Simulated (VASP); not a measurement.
Set up this calculation in VASP 6.6.1, as the native input.

```
Task                   : single point
Functional             : r2SCAN
Potentials or basis    : VASP PAW PBE potentials, release 64 (Hg, Te)
Cutoff                 : 520 eV
k mesh                 : 14 × 14 × 14
Occupations            : gaussian, width 0.15 eV
Spin                   : no spin polarisation
Dipole correction      : no
Further INCAR settings : ALGO = Normal; EDIFF = 1e-07; NBANDS = 16
```

HgTe:

```
Hg Te
1.0
     0.00000    3.22350    3.22350
     3.22350    0.00000    3.22350
     3.22350    3.22350    0.00000
Hg Te
1 1
Cartesian
  0.0000 0.0000 0.0000
  4.8353 4.8353 4.8353
```

One way to write it, as run:

POSCAR

```
HgTe
1.0
    0.0000000000      3.2235000000      3.2235000000
    3.2235000000      0.0000000000      3.2235000000
    3.2235000000      3.2235000000      0.0000000000
Hg Te
1 1
Direct
    0.0000000000      0.0000000000      0.0000000000
    0.7500000000      0.7500000000      0.7500000000
```

INCAR.step1

```
  ALGO = Normal
  EDIFF = 1E-4
  ENCUT = 520
  GGA = PE
  ISMEAR = 0
  LASPH = True
  LCHARG = False
  LREAL = False
  LWAVE = True
  NBANDS = 16
  NELM = 60
  PREC = Accurate
  SIGMA = 0.15
```

INCAR.step2

```
  ALGO = Normal
  EDIFF = 1E-7
  ENCUT = 520
  ISIF = 2
  ISMEAR = 0
  ISTART = 1
  LASPH = True
  LCHARG = False
  LMIXTAU = True
  LREAL = False
  LWAVE = False
  METAGGA = R2SCAN
  NBANDS = 16
  NELM = 60
  PREC = Accurate
  SIGMA = 0.15
```

KPOINTS

```
k-points
0
Gamma
  14 14 14
```

Potentials or basis: VASP PAW PBE potentials, release 64 (Hg, Te).

The run is started by

```console
$ cat potpaw_PBE.64/Hg/POTCAR potpaw_PBE.64/Te/POTCAR > POTCAR
$ cp INCAR.step1 INCAR
$ mpirun -np 1 vasp_std > vasp.out
$ cp INCAR.step2 INCAR
$ mpirun -np 1 vasp_std > vasp.out
```

It gave:

```
Pressure               : 2.8 GPa
Band gap on the k mesh : zero (filled and empty bands touch)
```

Caveat: the PAW data sets were made with another functional, which shifts forces and pressure a little; spin-orbit coupling is left out, which moves the levels of the heavy elements.

Run time: 11 min on 1 thread of AMD EPYC 7R43 64-Core Processor (Zen 3), with other jobs on the host, peak memory 0.26 GiB.
